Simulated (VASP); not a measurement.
# HgTe (Coloradoite) in VASP: settings compared

Aim: see how the results for HgTe (Coloradoite) move with the level of theory and the settings. Levels: PBE+D3(BJ), PBE+D4, PBE. Tasks: single point.

All numbers are computed with VASP 6.6.1; they aren't measurements. Logs are shortened: lines on timing, memory, paths and dates and some standing lists are left out, and cuts for length are marked.

## (1) The cell of the first run

Symmetry: F-43m, No. 216, cubic system. Conventional cell: a = 6.547 Å, b = 6.547 Å, c = 6.547 Å, α = 90.00°, β = 90.00°, γ = 90.00°. Within 3.7 Å of Hg (site symmetry -43m) lie 4 Te at 2.83 Å. Within 3.7 Å of Te (site symmetry -43m) lie 4 Hg at 2.83 Å.

## (2) Single point, PBE+D3(BJ)

INCAR

```
PREC = Accurate ; ENCUT = 520
EDIFF = 1E-6 ; ISMEAR = -1
SIGMA = 0.05 ; LREAL = F
LASPH = T ; NELM = 100
ALGO = Normal ; ISIF = 2
LWAVE = F ; LCHARG = F
GGA = PE ; IVDW = 12
NBANDS = 16
```

KPOINTS

```
regular mesh
0
Gamma
  7 7 7
```

POSCAR

```
HgTe
1.0
    0.0000000000      3.2735116114      3.2735116114
    3.2735116114      0.0000000000      3.2735116114
    3.2735116114      3.2735116114      0.0000000000
Hg Te
1 1
Direct
    0.0000000000      0.0000000000      0.0000000000
    0.7500000000      0.7500000000      0.7500000000
```

Potentials or basis: VASP PAW PBE potentials, release 64 (Hg, Te).

Launch:

```
$ cat potpaw_PBE.64/Hg/POTCAR potpaw_PBE.64/Te/POTCAR > POTCAR
$ mpirun -np 1 vasp_std > vasp.out
```

OUTCAR:

```text
PREC = Accurate
   ENCUT = 520
   EDIFF = 1E-6
   ISMEAR = -1
   LREAL = F
   LASPH = T
   NELM = 100
   ISIF = 2
   GGA = PE
   IVDW = 12
 IVDW          = 12

 ion  position               nearest neighbor table
   1  0.000  0.000  0.000-   2 2.83   2 2.83   2 2.83   2 2.83
   2  0.750  0.750  0.750-   1 2.83   1 2.83   1 2.83   1 2.83

  LATTYP: Found a face centered cubic cell.
 ALAT       =     6.5470232228

  Lattice vectors:

 A1 = (   0.0000000000,   3.2735116114,   3.2735116114)
 A2 = (   3.2735116114,   0.0000000000,   3.2735116114)
 A3 = (   3.2735116114,   3.2735116114,   0.0000000000)

Analysis of symmetry for initial positions (statically):
=====================================================================
 Subroutine PRICEL returns:
 Original cell was already a primitive cell.

 Routine SETGRP: Setting up the symmetry group for a
 face centered cubic supercell.

 Subroutine GETGRP returns: Found 24 space group operations
 (whereof 24 operations were pure point group operations)
 out of a pool of 48 trial point group operations.

The static configuration has the point symmetry T_d .

Analysis of symmetry for dynamics (positions and initial velocities):
=====================================================================
 Subroutine PRICEL returns:
 Original cell was already a primitive cell.

 Routine SETGRP: Setting up the symmetry group for a
 face centered cubic supercell.

 Subroutine GETGRP returns: Found 24 space group operations
 (whereof 24 operations were pure point group operations)
 out of a pool of 48 trial point group operations.

The dynamic configuration has the point symmetry T_d .

 Subroutine INISYM returns: Found 24 space group operations
 (whereof 24 operations are pure point group operations),
 and found     1 'primitive' translations

----------------------------------------------------------------------------------------

                                     Primitive cell

  volume of cell :      70.1571

  direct lattice vectors                    reciprocal lattice vectors
     0.000000000  3.273511611  3.273511611    -0.152741172  0.152741172  0.152741172
     3.273511611  0.000000000  3.273511611     0.152741172 -0.152741172  0.152741172
     3.273511611  3.273511611  0.000000000     0.152741172  0.152741172 -0.152741172

  length of vectors
     4.629444517  4.629444517  4.629444517     0.264555470  0.264555470  0.264555470

  position of ions in fractional coordinates (direct lattice)
     0.000000000  0.000000000  0.000000000
     0.750000000  0.750000000  0.750000000

  ion indices of the primitive-cell ions
   primitive index   ion index
                 1           1
                 2           2

----------------------------------------------------------------------------------------

 KPOINTS: regular mesh

Automatic generation of k-mesh.
 Grid dimensions read from file:
 generate k-points for:    7    7    7

 Generating k-lattice:

  Cartesian coordinates                     Fractional coordinates (reciprocal lattice)
    -0.021820167  0.021820167  0.021820167     0.142857143  0.000000000  0.000000000
     0.021820167 -0.021820167  0.021820167     0.000000000  0.142857143  0.000000000
     0.021820167  0.021820167 -0.021820167     0.000000000  0.000000000  0.142857143

  Length of vectors
     0.037793639  0.037793639  0.037793639

  Shift w.r.t. Gamma in fractional coordinates (k-lattice)
     0.000000000  0.000000000  0.000000000

 Subroutine IBZKPT returns following result:
 ===========================================

 Found     20 irreducible k-points:

 Following reciprocal coordinates:
            Coordinates               Weight
  0.000000  0.000000  0.000000      1.000000
  0.142857  0.000000  0.000000      8.000000
  0.285714  0.000000  0.000000      8.000000
  0.428571  0.000000  0.000000      8.000000
  0.142857  0.142857  0.000000      6.000000
  0.285714  0.142857  0.000000     24.000000
[... 12 lines left out ...]
 -0.428571  0.428571  0.142857     24.000000
 -0.285714  0.428571  0.142857     24.000000
   k-points           NKPTS =     20   k-points in BZ     NKDIM =     20   number of bands    NBANDS=     16
   number of dos      NEDOS =    301   number of ions     NIONS =      2
   total plane-waves  NPLWV =  46656
   dimension x,y,z NGX =    36 NGY =   36 NGZ =   36
   dimension x,y,z NGXF=    72 NGYF=   72 NGZF=   72
   ions per type =               1   1
   NGX,Y,Z   is equivalent  to a cutoff of  12.93, 12.93, 12.93 a.u.
   NGXF,Y,Z  is equivalent  to a cutoff of  25.86, 25.86, 25.86 a.u.
 SYSTEM =  unknown system
   PREC   = accura    normal or accurate (medium, high low for compatibility)
   ISTART =      0    job   : 0-new  1-cont  2-samecut
   ICHARG =      2    charge: 1-file 2-atom 10-const
   ISPIN  =      1    spin polarized calculation?
   LNONCOLLINEAR =      F non collinear calculations
   LSORBIT =      F    spin-orbit coupling
   LASPH  =      T    aspherical Exc in radial PAW
   ENCUT  =  520.0 eV  38.22 Ry    6.18 a.u.   8.61  8.61  8.61*2*pi/ulx,y,z
   NELM   =    100;   NELMIN=  2; NELMDL= -5     # of ELM steps
   EDIFF  = 0.1E-05   stopping-criterion for ELM
   LREAL  =      F    real-space projection
   EDIFFG = 0.1E-04   stopping-criterion for IOM
   NSW    =      0    number of steps for IOM
   IBRION =     -1    ionic relax: 0-MD 1-quasi-New 2-CG
   NFREE  =      0    steps in history (QN), initial steepest desc. (CG)
   ISIF   =      2    stress and relaxation
   ISYM   =      2    0-nonsym 1-usesym 2-fastsym
   POTIM  = 0.5000    time-step for ionic-motion
   TEBEG  =    0.0;   TEEND  =   0.0 temperature during run
   PSTRESS=    0.0 pullay stress
   NELECT =      18.0000    total number of electrons
   NUPDOWN=      -1.0000    fix difference up-down
   EMIN   =  10.00;   EMAX   =-10.00  energy-range for DOS
   EFERMI =   0.00;   METHOD = LEGACY
   ISMEAR =    -1;   SIGMA  =   0.05  broadening in eV -4-tet -1-fermi 0-gaus
   EFERMI_NEDOS =   21; number of points for ismear=-14 and -15
   IALGO  =     38    algorithm
   IMIX   =      4    mixing-type and parameters
     AMIX     =   0.40;   BMIX     =  1.00
     AMIX_MAG =   1.60;   BMIX_MAG =  1.00
  volume/ion in A,a.u.               =      35.08       236.72
  Fermi-wavevector in a.u.,A,eV,Ry     =   1.040260  1.965806 14.723412  1.082140
  Thomas-Fermi vector in A             =   2.174827
   LORBIT       =      0    0 simple, 1 ext, 2 COOP (PROOUT), +10 PAW based schemes
   GGA     = PE    functional components
   LHFCALC =     F    Hartree Fock is set to
   AEXX    =    0.0000 exact exchange contribution
   IVDW    =    12    specifies the selected vdW correction
   LEPSILON=     F    determine dielectric tensor
   LRPA    =     F    only Hartree local field effects (RPA)
 non-spin polarized calculation
  energy-cutoff  :      520.00
  volume of cell :       70.16
 maximum number of plane-waves:      1917
   NGX = 17   NGY = 17   NGZ = 17

 number of electron      18.0000002 magnetization

 Free energy of the ion-electron system (eV)
  ---------------------------------------------------
  ext. energy  EPLUGINS =         0.00000000
  ---------------------------------------------------
  free energy    TOTEN  =        -3.62716082 eV

  energy without entropy =       -3.62641107  energy(sigma->0) =       -3.62678595

 E-fermi :   2.7454     XC(G=0):  -8.5683

 val. band max:        2.7011609992   @ k =   0.0000   0.0000   0.0000
 cond. band min:       3.3917625928   @ k =   0.1429   0.0000   0.0000
 fundamental gap:      0.6906015936
 Fermi energy:         2.7453782389

 k-point     1 :       0.0000    0.0000    0.0000
  band No.  band energies     occupation
      1      -9.0173      2.00000
      2      -4.4376      2.00000
      3      -4.4376      2.00000
      4      -4.4376      2.00000
      5      -3.9533      2.00000
      6      -3.9533      2.00000
[... 8 lines left out ...]
     15      12.1979      0.00000
     16      12.1979      0.00000

 k-point     2 :       0.1429    0.0000    0.0000
  band No.  band energies     occupation
      1      -8.9256      2.00000
      2      -4.4124      2.00000
      3      -4.4124      2.00000
      4      -4.3975      2.00000
      5      -3.9554      2.00000
      6      -3.9554      2.00000
[... 8 lines left out ...]
     15      11.3575      0.00000
     16      11.3575      0.00000

 k-point     3 :       0.2857    0.0000    0.0000
  band No.  band energies     occupation
      1      -8.7078      2.00000
      2      -4.3614      2.00000
      3      -4.3614      2.00000
      4      -4.2153      2.00000
      5      -3.9517      2.00000
      6      -3.9517      2.00000
[... 8 lines left out ...]
     15      11.3116      0.00000
     16      11.3116      0.00000

 k-point     4 :       0.4286    0.0000    0.0000
  band No.  band energies     occupation
      1      -8.5206      2.00000
      2      -4.3285      2.00000
      3      -4.3285      2.00000
      4      -3.9374      2.00000
      5      -3.9374      2.00000
      6      -3.8086      2.00000
[... 8 lines left out ...]
     15      12.3187      0.00000
     16      12.3187      0.00000

 k-point     5 :       0.1429    0.1429    0.0000
  band No.  band energies     occupation
      1      -8.8947      2.00000
      2      -4.4179      2.00000
      3      -4.3875      2.00000
      4      -4.3875      2.00000
      5      -3.9699      2.00000
      6      -3.9426      2.00000
[... 8 lines left out ...]
     15      10.7712      0.00000
     16      12.3030      0.00000

 k-point     6 :       0.2857    0.1429    0.0000
  band No.  band energies     occupation
      1      -8.7176      2.00000
      2      -4.3701      2.00000
      3      -4.3314      2.00000
      4      -4.2796      2.00000
      5      -3.9705      2.00000
      6      -3.9335      2.00000
[... 8 lines left out ...]
     15      11.7684      0.00000
     16      12.1264      0.00000

 k-point     7 :       0.4286    0.1429    0.0000
  band No.  band energies     occupation
      1      -8.5167      2.00000
      2      -4.3241      2.00000
      3      -4.2924      2.00000
      4      -4.0377      2.00000
      5      -3.9273      2.00000
      6      -3.8626      2.00000
[... 8 lines left out ...]
     15      11.9385      0.00000
     16      12.7638      0.00000

 k-point     8 :      -0.4286    0.1429    0.0000
  band No.  band energies     occupation
      1      -8.4522      2.00000
      2      -4.3075      2.00000
      3      -4.2923      2.00000
      4      -3.9602      2.00000
      5      -3.9410      2.00000
      6      -3.6565      2.00000
[... 8 lines left out ...]
     15      12.1321      0.00000
     16      12.2155      0.00000

 k-point     9 :      -0.2857    0.1429    0.0000
  band No.  band energies     occupation
      1      -8.5796      2.00000
      2      -4.3286      2.00000
      3      -4.3185      2.00000
      4      -4.0853      2.00000
      5      -3.9660      2.00000
      6      -3.9116      2.00000
[... 8 lines left out ...]
     15      11.4447      0.00000
     16      12.7899      0.00000
[... 96 lines left out ...]
 k-point    15 :       0.4286    0.4286    0.0000
  band No.  band energies     occupation
      1      -8.3475      2.00000
      2      -4.2595      2.00000
      3      -4.1457      2.00000
      4      -4.1457      2.00000
      5      -3.8992      2.00000
      6      -3.6754      2.00000
[... 8 lines left out ...]
     15      12.9099      0.00000
     16      14.5485      0.00000

 k-point    16 :      -0.4286    0.4286    0.0000
  band No.  band energies     occupation
      1      -8.3112      2.00000
      2      -4.2492      2.00000
      3      -4.1449      2.00000
      4      -4.1079      2.00000
      5      -3.9087      2.00000
      6      -3.4902      2.00000
[... 8 lines left out ...]
     15      12.9170      0.00000
     16      14.0796      0.00000

 k-point    17 :       0.4286    0.2857    0.1429
  band No.  band energies     occupation
      1      -8.5469      2.00000
      2      -4.3144      2.00000
      3      -4.2791      2.00000
      4      -4.1481      2.00000
      5      -3.9435      2.00000
      6      -3.9040      2.00000
[... 8 lines left out ...]
     15      12.8361      0.00000
     16      13.0472      0.00000

 k-point    18 :      -0.4286    0.2857    0.1429
  band No.  band energies     occupation
      1      -8.4039      2.00000
      2      -4.2750      2.00000
      3      -4.2495      2.00000
      4      -4.0145      2.00000
      5      -3.9418      2.00000
      6      -3.6618      2.00000
[... 8 lines left out ...]
     15      12.5233      0.00000
     16      13.2429      0.00000

 k-point    19 :      -0.4286    0.4286    0.1429
  band No.  band energies     occupation
      1      -8.3406      2.00000
      2      -4.2431      2.00000
      3      -4.1899      2.00000
      4      -4.0840      2.00000
      5      -3.9231      2.00000
      6      -3.5743      2.00000
[... 8 lines left out ...]
     15      13.2814      0.00000
     16      13.7016      0.00000

 k-point    20 :      -0.2857    0.4286    0.1429
  band No.  band energies     occupation
      1      -8.3246      2.00000
      2      -4.2421      2.00000
      3      -4.1989      2.00000
      4      -4.0126      2.00000
      5      -3.9614      2.00000
      6      -3.4472      2.00000
[... 8 lines left out ...]
     15      12.7074      0.00000
     16      14.3540      0.00000

------------------------ aborting loop because EDIFF is reached ----------------------------------------

 Edisp (eV)   -0.68885

 E8    (eV) :    -0.3120

  FORCE on cell =-STRESS in cart. coord.  units (eV):
  Direction    XX          YY          ZZ          XY          YZ          ZX
  --------------------------------------------------------------------------------------
  -------------------------------------------------------------------------------------
  Total       0.02488     0.02488     0.02488    -0.00000     0.00000     0.00000
  in kB       0.56819     0.56819     0.56819    -0.00000     0.00000     0.00000
  external pressure =        0.57 kB  Pullay stress =        0.00 kB

 VOLUME and BASIS-vectors are now :
 -----------------------------------------------------------------------------
  energy-cutoff  :      520.00
  volume of cell :       70.16
      direct lattice vectors                 reciprocal lattice vectors
     0.000000000  3.273511611  3.273511611    -0.152741172  0.152741172  0.152741172
     3.273511611  0.000000000  3.273511611     0.152741172 -0.152741172  0.152741172
     3.273511611  3.273511611  0.000000000     0.152741172  0.152741172 -0.152741172

 POSITION                                       TOTAL-FORCE (eV/Angst)
 -----------------------------------------------------------------------------------
      0.00000      0.00000      0.00000        -0.000000      0.000000     -0.000000
      4.91027      4.91027      4.91027         0.000000     -0.000000      0.000000
 -----------------------------------------------------------------------------------
    total drift:                                0.000000      0.000000      0.000000

  FREE ENERGIE OF THE ION-ELECTRON SYSTEM (eV)
  ---------------------------------------------------
  free  energy   TOTEN  =        -4.3160094075 eV

  energy  without entropy=       -4.3152596543  energy(sigma->0) =       -4.31563453
```

Run time: 18 s. Hardware: 1 thread of AMD EPYC 9R45 (Zen 5), shared host; peak memory 0.19 GiB.

What came out:

- Free energy: -4.3160 eV
- Pressure: 0.1 GPa
- Band gap on the k mesh: zero (filled and empty bands touch)
- Dispersion energy per atom: -0.344 eV

Levels at points of the mesh, in eV from the Fermi level:
```tsv
k point	band 6	band 7	band 8	band 9	band 10	band 11	band 12	band 13
(0.00, 0.00, 0.00)	-6.70	-0.86	-0.04	-0.04	-0.04	4.25	4.25	4.25
```

Caveat: spin-orbit coupling is left out, which moves the levels of the heavy elements; pairwise dispersion overbinds metals, which lowers pressure and volume.

(Continued in part 2 of 2.)
